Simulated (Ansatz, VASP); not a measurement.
# Sb: VASP beside Ansatz

INCAR

```
SYSTEM = Sb
ALGO = Normal
EDIFF = 1E-6
ENCUT = 520
GGA = PS
ISIF = 2
ISMEAR = 0
LASPH = .True.
LCHARG = .False.
LREAL = .False.
LWAVE = .False.
NBANDS = 8
NELM = 80
PREC = Accurate
SIGMA = 0.1
```

KPOINTS

```
k-points
0
Gamma
  16 16 16
  0 0 0
```

POSCAR

```
Sb
1.0
   -1.4933146268      1.4933146268      2.6406144506
    1.4933146268     -1.4933146268      2.6406144506
    1.5563762342      1.5563762342     -2.6406144506
Sb
1
Direct
    0.0000000000      0.0000000000      0.0000000000
```

Input for Ansatz:

```yaml
crystal:
  lattice:
    - [-1.4933146268, 1.4933146268, 2.6406144506]
    - [1.4933146268, -1.4933146268, 2.6406144506]
    - [1.5563762342, 1.5563762342, -2.6406144506]
  atoms:
    - { symbol: Sb, position: [0.0, 0.0, 0.0] }
basis:
  ecutwfc: 420
kpoints:
  mp_grid: { grid: [16, 16, 16] }
hamiltonian:
  xc: pbesol
scf:
  occupations: { method: gaussian, width: 0.1 }
output:
  forces: true
  stress: true
  eigenvalues: true
  populations: true
```

Alike in both runs: task single point; functional PBEsol; k mesh 16 × 16 × 16; occupations gaussian, width 0.1 eV; no spin polarisation.

|  | VASP | Ansatz |
| --- | --- | --- |
| version | VASP 6.6.1 | Ansatz 0.2.0 |
| potentials or method | VASP PAW PBE potentials, release 64 (Sb), cutoff 520 eV | scalar-relativistic, plane waves, PAW |
| valence electrons in the cell | 5 | 15 |

VASP gave:

- gap on the k mesh at the Fermi level (eV): none
- pressure (GPa): 6.2
- traceless stress, the component that is largest in VASP (GPa): -1.08

Task: What did Ansatz give for the same quantities?

Result: gap on the k mesh at the Fermi level (eV): none; pressure (GPa): 6.1; traceless stress, the component that is largest in VASP (GPa): -0.97.

VASP's potentials were made for PBE, not for PBEsol. A gap of «none» marks a metal or a gap that the smearing closes. VASP's potentials hold 5 valence electrons a cell and Ansatz's 15, so a difference there can come from the potentials and not from the codes.

Spin-orbit coupling is off throughout.
